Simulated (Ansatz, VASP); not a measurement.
**CaS in VASP and in Ansatz**

```
Ca S
1.0
     0.00000    2.78242    2.78242
     2.78242    0.00000    2.78242
     2.78242    2.78242    0.00000
Ca S
1 1
Direct
  0.00000 0.00000 0.00000
  0.50000 0.50000 0.50000
```

Alike in both runs: functional LDA; k mesh 6 × 6 × 6; no spin polarisation.

Ansatz relaxed the structure, and its values are those at the end. VASP's run is a single point on that final structure, the one shown.

```csv
,VASP,Ansatz
version,VASP 6.6.1,Ansatz 0.2.0
potentials or method,"VASP PAW LDA potentials, release 64 (Ca_sv, S)","PAW with Ansatz's default frozen-core files, scalar-relativistic"
plane-wave cutoff (eV),500,420
occupations,"gaussian, width 0.01 eV",fixed
valence electrons in the cell,16,16
```

Ansatz gave:

| Quantity | Value |
| --- | --- |
| pressure (GPa) | 0.0 |

Estimate VASP's values.

pressure (GPa): 0.2.

LDA's correlation is that of Perdew and Zunger in VASP and of Perdew and Wang (1992) in Ansatz.
